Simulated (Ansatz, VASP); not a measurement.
**Two plane-wave programs on InP**

INCAR

```
PREC = Accurate
ENCUT = 520
EDIFF = 1E-7
ISMEAR = 0
SIGMA = 0.05
LREAL = False
LASPH = True
NELM = 80
ALGO = Normal
ISIF = 2
LWAVE = False
LCHARG = True
GGA = PE
LELF = True
LVHAR = True
NBANDS = 16
```

KPOINTS

```
Automatic mesh
0
Gamma
  14 14 14
```

Contents of POSCAR:

```
InP
1.0
    0.0000000000      2.7325796837      2.7325796837
    2.7325796837      0.0000000000      2.7325796837
    2.7325796837      2.7325796837      0.0000000000
In P
1 1
Direct
    0.0000000000      0.0000000000      0.0000000000
    0.5000000000      0.5000000000      0.5000000000
```

Input for Ansatz:

```yaml
crystal:
  lattice:
    - [0.0, 2.7325796837, 2.7325796837]
    - [2.7325796837, 0.0, 2.7325796837]
    - [2.7325796837, 2.7325796837, 0.0]
  atoms:
    - { symbol: In, position: [0.0, 0.0, 0.0] }
    - { symbol: P, position: [0.5, 0.5, 0.5] }
basis:
  ecutwfc: 420
  ecutrho_ratio: 4
kpoints:
  mp_grid: { grid: [14, 14, 14] }
hamiltonian:
  xc: pbe
scf:
  occupations: { method: gaussian, width: 0.05 }
output:
  forces: true
  stress: true
  eigenvalues: true
```

Alike in both runs: task single point; functional PBE; k mesh 14 × 14 × 14; occupations gaussian, width 0.05 eV; no spin polarisation.

|  | VASP | Ansatz |
| --- | --- | --- |
| version | VASP 6.6.1 | Ansatz 0.2.0 |
| potentials or method | VASP PAW PBE potentials, release 64 (In_d, P), cutoff 520 eV | scalar-relativistic, plane waves, PAW |
| valence electrons in the cell | 18 | 18 |

```csv
,VASP,Ansatz,Ansatz less VASP
gap on the k mesh at the Fermi level (eV),none,none,-
pressure (GPa),3.3,3.3,+0.03
```

A gap of «none» marks a metal or a gap that the smearing closes. The functional is the same, so the differences come from potentials, cutoffs and numerics.
